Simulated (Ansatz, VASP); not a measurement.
**Two plane-wave programs on Rh**

Contents of INCAR:

```
PREC     = Accurate       # precision mode
ENCUT    = 520            # plane-wave cutoff, eV
EDIFF    = 1E-6           # SCF threshold, eV
ISMEAR   = 0              # smearing method
SIGMA    = 0.15           # smearing width, eV
LREAL    = False          # projectors in reciprocal space
LASPH    = True           # aspherical terms in the spheres
NELM     = 60             # most SCF steps
ALGO     = Fast           # electronic algorithm
ISIF     = 2              # what is computed and relaxed
LWAVE    = False          # write WAVECAR
LCHARG   = False          # write CHGCAR
NBANDS   = 38             # bands
```

KPOINTS

```
Automatic mesh
0
Gamma
  18 18 6
```

POSCAR

```
Rh
1.0
    2.7547791974      0.0000000000      0.0000000000
   -1.3773895987      2.2167968120      0.0000000000
    0.0000000000      0.0000000000      8.6668814394
Rh
4
Direct
    0.0000000000      0.0000000000      0.0000000000
    0.3333333333      0.6666666667      0.2500000000
    0.0000000000      0.0000000000      0.5000000000
    0.6666666667      0.3333333333      0.7500000000
```

Input for Ansatz:

```yaml
crystal:
  lattice:
    - [2.7547791974, 0.0, 0.0]
    - [-1.3773895987, 2.216796812, 0.0]
    - [0.0, 0.0, 8.6668814394]
  atoms:
    - { symbol: Rh, position: [0.0, 0.0, 0.0] }
    - { symbol: Rh, position: [0.3333333333, 0.6666666667, 0.25] }
    - { symbol: Rh, position: [0.0, 0.0, 0.5] }
    - { symbol: Rh, position: [0.6666666667, 0.3333333333, 0.75] }
basis:
  ecutwfc: 420
kpoints:
  mp_grid: { grid: [18, 18, 6] }
hamiltonian:
  xc: lda
  pseudopotentials: { kind: paw, azcp: { folder: soft_1 } }
scf:
  occupations: { method: gaussian, width: 0.15 }
output:
  forces: true
  stress: true
  eigenvalues: true
```

Change from the starting cell: strain +e along x and -e along y +0.0367, strain +e along z and -e/2 along x and y +0.0000.

Alike in both runs: task single point; functional LDA; k mesh 18 × 18 × 6; occupations gaussian, width 0.15 eV; no spin polarisation.

|  | VASP | Ansatz |
| --- | --- | --- |
| version | VASP 6.6.1 | Ansatz 0.2.0 |
| potentials or method | VASP PAW LDA potentials, release 64 (Rh_pv), cutoff 520 eV | scalar-relativistic, plane waves, PAW |
| valence electrons in the cell | 60 | 68 |

```csv
,VASP,Ansatz,Ansatz less VASP
gap on the k mesh at the Fermi level (eV),none,none,-
pressure (GPa),2.5,1.7,-0.77
"traceless stress, the component that is largest in VASP (GPa)",12.84,12.82,-0.021
rms of the force components (eV/Å),0.075,0.074,-0.0012
```

Ansatz warns that its potentials were made for another functional, while VASP's fit it. LDA's correlation is that of Perdew and Zunger in VASP and of Perdew and Wang (1992) in Ansatz. Atom by atom the forces differ by 0.001 eV/Å (rms over components). A gap of «none» marks a metal or a gap that the smearing closes. VASP's potentials hold 60 valence electrons a cell and Ansatz's 68, so a difference there can come from the potentials and not from the codes.
